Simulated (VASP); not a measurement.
# Te2Mo in VASP: notebook

Runs on Te2Mo. Level: LDA. Tasks: single point.

All numbers are computed with VASP 6.6.1; they aren't measurements. Logs are shortened: lines on timing, memory, paths and dates and some standing lists are left out, and cuts for length are marked.

### 1 The cell of the first run

The cell holds a slab with vacuum, 12 atoms: a = 3.471 Å, b = 3.471 Å, c = 36.981 Å, α = 90.00°, β = 90.00°, γ = 120.00°.

### 2 Single point, LDA

Contents of INCAR:

```
SYSTEM = Te2Mo
  PREC = Accurate
  ENCUT = 500
  EDIFF = 1E-6
  ISMEAR = 0
  SIGMA = 0.05
  LREAL = .FALSE.
  LASPH = .TRUE.
  NELM = 120
  ALGO = Normal
  ISIF = 2
  LWAVE = .FALSE.
  LCHARG = .TRUE.
  LELF = .TRUE.
  LVHAR = .TRUE.
  NBANDS = 64
  GGA_COMPAT = .FALSE.
```

Contents of KPOINTS:

```
Automatic mesh
0
G
  12 12 1
  0 0 0
```

Contents of POSCAR:

```
Te2Mo
1.0
    3.4714972448      0.0000000000      0.0000000000
   -1.7357486224      3.0064048031      0.0000000000
    0.0000000000      0.0000000000     36.9805472253
Te Mo
8 4
Direct
    0.3333333333      0.6666666667      0.8582693428
    0.3333333333      0.6666666667      0.2306019043
    0.6666666667      0.3333333333      0.6723279505
    0.6666666667      0.3333333333      0.0445600797
    0.6666666667      0.3333333333      0.7693980957
    0.6666666667      0.3333333333      0.1417306572
    0.3333333333      0.6666666667      0.9554399203
    0.3333333333      0.6666666667      0.3276720495
    0.3333333333      0.6666666667      0.7207836671
    0.3333333333      0.6666666667      0.0931454943
    0.6666666667      0.3333333333      0.9068545057
    0.6666666667      0.3333333333      0.2792163329
```

Potentials or basis: VASP PAW LDA potentials, release 64 (Te, Mo_sv).

Launch:

```console
$ cat potpaw_LDA.64/Te/POTCAR potpaw_LDA.64/Mo_sv/POTCAR > POTCAR
$ mpirun -np 1 vasp_std > vasp.out
```

OUTCAR:

```text
SYSTEM = Te2Mo
   PREC = Accurate
   ENCUT = 500
   EDIFF = 1E-6
   ISMEAR = 0
   LREAL = .FALSE.
   LASPH = .TRUE.
   NELM = 120
   ISIF = 2

 ion  position               nearest neighbor table
   1  0.333  0.667  0.858-  11 2.69  11 2.69  11 2.69   7 3.59
   2  0.333  0.667  0.231-  12 2.69  12 2.69  12 2.69   8 3.59
   3  0.667  0.333  0.672-   9 2.69   9 2.69   9 2.69   5 3.59
   4  0.667  0.333  0.045-  10 2.69  10 2.69  10 2.69   6 3.59
   5  0.667  0.333  0.769-   9 2.69   9 2.69   9 2.69   3 3.59
   6  0.667  0.333  0.142-  10 2.69  10 2.69  10 2.69   4 3.59
   7  0.333  0.667  0.955-  11 2.69  11 2.69  11 2.69   1 3.59
   8  0.333  0.667  0.328-  12 2.69  12 2.69  12 2.69   2 3.59
   9  0.333  0.667  0.721-   3 2.69   3 2.69   3 2.69   5 2.69   5 2.69   5 2.69
  10  0.333  0.667  0.093-   6 2.69   6 2.69   6 2.69   4 2.69   4 2.69   4 2.69
  11  0.667  0.333  0.907-   1 2.69   1 2.69   1 2.69   7 2.69   7 2.69   7 2.69
  12  0.667  0.333  0.279-   8 2.69   8 2.69   8 2.69   2 2.69   2 2.69   2 2.69

  LATTYP: Found a hexagonal cell.
 ALAT       =     3.4714972448
 C/A-ratio  =    10.6526217991

  Lattice vectors:

 A1 = (   3.4714972448,   0.0000000000,   0.0000000000)
 A2 = (  -1.7357486224,   3.0064048031,   0.0000000000)
 A3 = (   0.0000000000,   0.0000000000,  36.9805472253)

Analysis of symmetry for initial positions (statically):
=====================================================================
 Subroutine PRICEL returns:
 Original cell was already a primitive cell.

 Routine SETGRP: Setting up the symmetry group for a
 hexagonal supercell.

 Subroutine GETGRP returns: Found 12 space group operations
 (whereof 12 operations were pure point group operations)
 out of a pool of 24 trial point group operations.

The static configuration has the point symmetry D_3d.

Analysis of symmetry for dynamics (positions and initial velocities):
=====================================================================
 Subroutine PRICEL returns:
 Original cell was already a primitive cell.

 Routine SETGRP: Setting up the symmetry group for a
 hexagonal supercell.

 Subroutine GETGRP returns: Found 12 space group operations
 (whereof 12 operations were pure point group operations)
 out of a pool of 24 trial point group operations.

The dynamic configuration has the point symmetry D_3d.

 Subroutine INISYM returns: Found 12 space group operations
 (whereof 12 operations are pure point group operations),
 and found     1 'primitive' translations

----------------------------------------------------------------------------------------

                                     Primitive cell

  volume of cell :     385.9558

  direct lattice vectors                    reciprocal lattice vectors
     3.471497245  0.000000000  0.000000000     0.288060145  0.166311602  0.000000000
    -1.735748622  3.006404803  0.000000000     0.000000000  0.332623205  0.000000000
     0.000000000  0.000000000 36.980547225     0.000000000  0.000000000  0.027041244

  length of vectors
     3.471497245  3.471497245 36.980547225     0.332623205  0.332623205  0.027041244

  position of ions in fractional coordinates (direct lattice)
     0.333333333  0.666666667  0.858269343
     0.333333333  0.666666667  0.230601904
     0.666666667  0.333333333  0.672327950
     0.666666667  0.333333333  0.044560080
     0.666666667  0.333333333  0.769398096
     0.666666667  0.333333333  0.141730657
     0.333333333  0.666666667  0.955439920
     0.333333333  0.666666667  0.327672050
     0.333333333  0.666666667  0.720783667
     0.333333333  0.666666667  0.093145494
     0.666666667  0.333333333  0.906854506
     0.666666667  0.333333333  0.279216333

  ion indices of the primitive-cell ions
   primitive index   ion index
                 1           1
                 2           2
                 3           3
                 4           4
                 5           5
                 6           6
                 7           7
                 8           8
                 9           9
                10          10
                11          11
                12          12

----------------------------------------------------------------------------------------

 KPOINTS: Automatic mesh

Automatic generation of k-mesh.
 Grid dimensions read from file:
 generate k-points for:   12   12    1

 Generating k-lattice:

  Cartesian coordinates                     Fractional coordinates (reciprocal lattice)
     0.024005012  0.013859300  0.000000000     0.083333333  0.000000000  0.000000000
     0.000000000  0.027718600  0.000000000     0.000000000  0.083333333  0.000000000
     0.000000000  0.000000000  0.027041244     0.000000000  0.000000000  1.000000000

  Length of vectors
     0.027718600  0.027718600  0.027041244

  Shift w.r.t. Gamma in fractional coordinates (k-lattice)
     0.000000000  0.000000000  0.000000000

 Subroutine IBZKPT returns following result:
 ===========================================

 Found     19 irreducible k-points:

 Following reciprocal coordinates:
            Coordinates               Weight
  0.000000  0.000000  0.000000      1.000000
  0.083333 -0.000000  0.000000      6.000000
  0.166667 -0.000000  0.000000      6.000000
  0.250000 -0.000000  0.000000      6.000000
  0.333333 -0.000000  0.000000      6.000000
  0.416667 -0.000000  0.000000      6.000000
[... 11 lines left out ...]
  0.333333  0.250000  0.000000     12.000000
  0.333333  0.333333  0.000000      2.000000
   k-points           NKPTS =     19   k-points in BZ     NKDIM =     19   number of bands    NBANDS=     64
   number of dos      NEDOS =    301   number of ions     NIONS =     12
   total plane-waves  NPLWV = 211680
   dimension x,y,z NGX =    28 NGY =   28 NGZ =  270
   dimension x,y,z NGXF=    56 NGYF=   56 NGZF=  540
   ions per type =               8   4
   NGX,Y,Z   is equivalent  to a cutoff of  13.41, 13.41, 12.14 a.u.
   NGXF,Y,Z  is equivalent  to a cutoff of  26.82, 26.82, 24.28 a.u.
 SYSTEM =  Te2Mo
   PREC   = accura    normal or accurate (medium, high low for compatibility)
   ISTART =      0    job   : 0-new  1-cont  2-samecut
   ICHARG =      2    charge: 1-file 2-atom 10-const
   ISPIN  =      1    spin polarized calculation?
   LNONCOLLINEAR =      F non collinear calculations
   LSORBIT =      F    spin-orbit coupling
   LASPH  =      T    aspherical Exc in radial PAW
   ENCUT  =  500.0 eV  36.75 Ry    6.06 a.u.   6.33  6.33 67.42*2*pi/ulx,y,z
   NELM   =    120;   NELMIN=  2; NELMDL= -5     # of ELM steps
   EDIFF  = 0.1E-05   stopping-criterion for ELM
   LREAL  =      F    real-space projection
   EDIFFG = 0.1E-04   stopping-criterion for IOM
   NSW    =      0    number of steps for IOM
   IBRION =     -1    ionic relax: 0-MD 1-quasi-New 2-CG
   NFREE  =      0    steps in history (QN), initial steepest desc. (CG)
   ISIF   =      2    stress and relaxation
   ISYM   =      2    0-nonsym 1-usesym 2-fastsym
   POTIM  = 0.5000    time-step for ionic-motion
   TEBEG  =    0.0;   TEEND  =   0.0 temperature during run
   PSTRESS=    0.0 pullay stress
   NELECT =     104.0000    total number of electrons
   NUPDOWN=      -1.0000    fix difference up-down
   EMIN   =  10.00;   EMAX   =-10.00  energy-range for DOS
   EFERMI =   0.00;   METHOD = LEGACY
   ISMEAR =     0;   SIGMA  =   0.05  broadening in eV -4-tet -1-fermi 0-gaus
   EFERMI_NEDOS =   21; number of points for ismear=-14 and -15
   IALGO  =     38    algorithm
   IMIX   =      4    mixing-type and parameters
     AMIX     =   0.40;   BMIX     =  1.00
     AMIX_MAG =   1.60;   BMIX_MAG =  1.00
  volume/ion in A,a.u.               =      32.16       217.05
  Fermi-wavevector in a.u.,A,eV,Ry     =   1.057402  1.998200 15.212656  1.118099
  Thomas-Fermi vector in A             =   2.192673
   LORBIT       =      0    0 simple, 1 ext, 2 COOP (PROOUT), +10 PAW based schemes
   GGA     = CA    functional components
   LHFCALC =     F    Hartree Fock is set to
   AEXX    =    0.0000 exact exchange contribution
   IVDW    =     0    specifies the selected vdW correction
   LEPSILON=     F    determine dielectric tensor
   LRPA    =     F    only Hartree local field effects (RPA)
 non-spin polarized calculation
 Gauss-broadening in eV      SIGMA  =   0.05
  energy-cutoff  :      500.00
  volume of cell :      385.96
 maximum number of plane-waves:      9849
 NGX is ok and might be reduce to    28
   NGX = 13   NGY = 13   NGZ =135

 number of electron     103.9999999 magnetization

 Free energy of the ion-electron system (eV)
  ---------------------------------------------------
  ext. energy  EPLUGINS =         0.00000000
  ---------------------------------------------------
  free energy    TOTEN  =       -82.36959787 eV

  energy without entropy =      -82.36959787  energy(sigma->0) =      -82.36959787

 E-fermi :   5.4316     XC(G=0):  -8.4030

 val. band max:        5.1145520881   @ k =   0.0000   0.0000   0.0000
 cond. band min:       5.8875084915   @ k =   0.2500   0.1667   0.0000
 fundamental gap:      0.7729564034
 Fermi energy:         5.4315958824

 k-point     1 :       0.0000    0.0000    0.0000
  band No.  band energies     occupation
      1     -55.3189      2.00000
      2     -55.3189      2.00000
      3     -55.3141      2.00000
      4     -55.3141      2.00000
      5     -29.7088      2.00000
      6     -29.7088      2.00000
[... 56 lines left out ...]
     63       8.5305      0.00000
     64       8.5310      0.00000

 k-point     2 :       0.0833   -0.0000    0.0000
  band No.  band energies     occupation
      1     -55.3181      2.00000
      2     -55.3181      2.00000
      3     -55.3133      2.00000
      4     -55.3133      2.00000
      5     -29.7065      2.00000
      6     -29.7064      2.00000
[... 1195 lines left out ...]
     63       7.6104      0.00000
     64       7.6104      0.00000

------------------------ aborting loop because EDIFF is reached ----------------------------------------

  FORCE on cell =-STRESS in cart. coord.  units (eV):
  Direction    XX          YY          ZZ          XY          YZ          ZX
  --------------------------------------------------------------------------------------
  -------------------------------------------------------------------------------------
  Total        0.4128281      0.4128281      0.7350010      0.0000000      0.0000000     -0.0000000
  in kB        1.7137295      1.7137295      3.0511315      0.0000000      0.0000000     -0.0000000
  external PRESSURE =       2.1595301 kB  Pullay stress =       0.0000000 kB

 VOLUME and BASIS-vectors are now :
 -----------------------------------------------------------------------------
  energy-cutoff  :      500.00
  volume of cell :      385.96
      direct lattice vectors                 reciprocal lattice vectors
     3.471497245  0.000000000  0.000000000     0.288060145  0.166311602  0.000000000
    -1.735748622  3.006404803  0.000000000     0.000000000  0.332623205  0.000000000
     0.000000000  0.000000000 36.980547225     0.000000000  0.000000000  0.027041244

 POSITION                                       TOTAL-FORCE (eV/Angst)
 -----------------------------------------------------------------------------------
     -0.00000      2.00427     31.73927         0.000000     -0.000000     -0.056235
     -0.00000      2.00427      8.52778        -0.000000      0.000000     -0.057619
      1.73575      1.00213     24.86306         0.000000     -0.000000     -0.057127
      1.73575      1.00213      1.64786        -0.000000     -0.000000     -0.057424
      1.73575      1.00213     28.45276         0.000000      0.000000      0.057619
      1.73575      1.00213      5.24128         0.000000      0.000000      0.056235
     -0.00000      2.00427     35.33269         0.000000      0.000000      0.057424
     -0.00000      2.00427     12.11749        -0.000000      0.000000      0.057127
     -0.00000      2.00427     26.65497        -0.000000      0.000000      0.001348
     -0.00000      2.00427      3.44457         0.000000      0.000000      0.000413
      1.73575      1.00213     33.53598        -0.000000     -0.000000     -0.000413
      1.73575      1.00213     10.32557         0.000000     -0.000000     -0.001348
 -----------------------------------------------------------------------------------
    total drift:                                0.000000     -0.000000      0.000000

  FREE ENERGIE OF THE ION-ELECTRON SYSTEM (eV)
  ---------------------------------------------------
  free  energy   TOTEN  =       -82.3695978727 eV

  energy  without entropy=      -82.3695978727  energy(sigma->0) =      -82.36959787
```

Run time: 15 min. Hardware: 1 thread of Intel Xeon Platinum 8488C (Sapphire Rapids), shared host; peak memory 0.57 GiB.

What came out:

```
Free energy            : -82.3696 eV
Largest force          : 0.058 eV/Å
Band gap on the k mesh : 0.77 eV (least direct gap 1.14 eV)
```

Forces in eV/Å, atoms in the order of the input:
```
Te   0.000  0.000 -0.056
Te   0.000  0.000 -0.058
Te   0.000  0.000 -0.057
Te   0.000  0.000 -0.057
Te   0.000  0.000  0.058
Te   0.000  0.000  0.056
Te   0.000  0.000  0.057
Te   0.000  0.000  0.057
Mo   0.000  0.000  0.001
Mo   0.000  0.000  0.000
Mo   0.000  0.000  0.000
Mo   0.000  0.000 -0.001
```

Caveat: spin-orbit coupling is left out, which moves the levels of the heavy elements.

### 3 Single point, LDA (30.23 Å³/atom)

This run uses another cell than the first one.

Contents of INCAR:

```
SYSTEM = Te2Mo
ALGO = Normal ; EDIFF = 1E-6
ENCUT = 520 ; GGA = CA
ISIF = 2 ; ISMEAR = 0
LASPH = .TRUE. ; LCHARG = .TRUE.
LELF = .TRUE. ; LREAL = .FALSE.
LVHAR = .TRUE. ; LWAVE = .FALSE.
NBANDS = 64 ; NELM = 80
PREC = Accurate ; SIGMA = 0.02
```

Contents of KPOINTS:

```
k-points
0
G
  12 12 1
  0 0 0
```

Contents of POSCAR:

```
Te2Mo
1.0
    3.4709516029      0.0000000000      0.0000000000
   -1.7354758015      3.0059322634      0.0000000000
    0.0000000000      0.0000000000     34.7726266839
Te Mo
8 4
Direct
    0.3333333333      0.6666666667      0.8492252163
    0.3333333333      0.6666666667      0.2452761806
    0.6666666667      0.3333333333      0.6514476145
    0.6666666667      0.3333333333      0.0473937762
    0.6666666667      0.3333333333      0.7547238194
    0.6666666667      0.3333333333      0.1507747837
    0.3333333333      0.6666666667      0.9526062238
    0.3333333333      0.6666666667      0.3485523855
    0.3333333333      0.6666666667      0.7030027249
    0.3333333333      0.6666666667      0.0990851850
    0.6666666667      0.3333333333      0.9009148150
    0.6666666667      0.3333333333      0.2969972751
```

Potentials or basis: VASP PAW LDA potentials, release 64 (Te, Mo_sv).

Launch:

```console
$ cat potpaw_LDA.64/Te/POTCAR potpaw_LDA.64/Mo_sv/POTCAR > POTCAR
$ mpirun -np 1 vasp_std > vasp.out
```

Run time: 16 min. Hardware: 1 thread of Intel Xeon Platinum 8375C at 2.90GHz (Ice Lake), shared host; peak memory 0.57 GiB.

It converged, with:

| Property | Result |
| --- | --- |
| Free energy | -82.3707 eV |
| Largest force | 0.050 eV/Å |
| Band gap on the k mesh | 0.77 eV (least direct gap 1.14 eV) |

Forces in eV/Å, atoms in the order of the input:
```
Te   0.000  0.000 -0.049
Te   0.000  0.000 -0.050
Te   0.000  0.000 -0.049
Te   0.000  0.000 -0.049
Te   0.000  0.000  0.050
Te   0.000  0.000  0.049
Te   0.000  0.000  0.049
Te   0.000  0.000  0.049
Mo   0.000  0.000 -0.001
Mo   0.000  0.000 -0.001
Mo   0.000  0.000  0.001
Mo   0.000  0.000  0.001
```

Levels at points of the mesh, in eV from the valence-band top:
```tsv
k point	band 50	band 51	band 52	band 53	band 54	band 55
(0.00, 0.00, 0.00)	-0.16	-0.05	0.00	3.04	3.04	3.07
(0.50, 0.00, 0.00)	-0.43	-0.32	-0.25	1.34	1.36	1.38
```

Caveat: spin-orbit coupling is left out, which moves the levels of the heavy elements.
